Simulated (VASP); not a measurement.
Here is a VASP 6.6.1 calculation.

File INCAR:

```
PREC = Accurate
ENCUT = 520
EDIFF = 1E-6
ISMEAR = 0
SIGMA = 0.15
LREAL = False
LASPH = True
NELM = 100
ALGO = Normal
ISIF = 2
LWAVE = False
LCHARG = False
GGA = PE
IVDW = 12
NBANDS = 10
```

Contents of KPOINTS:

```
regular mesh
0
Gamma
  16 16 12
```

Contents of POSCAR:

```
Li
1.0
    0.0000000000     -2.1234879358     -2.1234879358
    0.0000000000      2.1234879358     -2.1234879358
    4.2469758716      0.0000000000      0.0000000000
Li
2
Direct
    0.5203484792      0.4796515208      0.5000000000
   -0.0203484792      0.0203484792      0.0000000000
```

Potentials or basis: VASP PAW PBE potentials, release 64 (Li_sv).

Command:

```console
$ cat potpaw_PBE.64/Li_sv/POTCAR > POTCAR
$ mpirun -np 1 vasp_std > vasp.out
```

Predict the band gap on the k mesh.

zero (band 3 reaches 4.33 eV, above the bottom of band 4 at -1.31 eV).

Predict the dispersion energy per atom.

-0.179 eV.

Forces in eV/Å, atoms in the order of the input:
```
Li   0.000  0.135  0.000
Li   0.000 -0.135  0.000
```
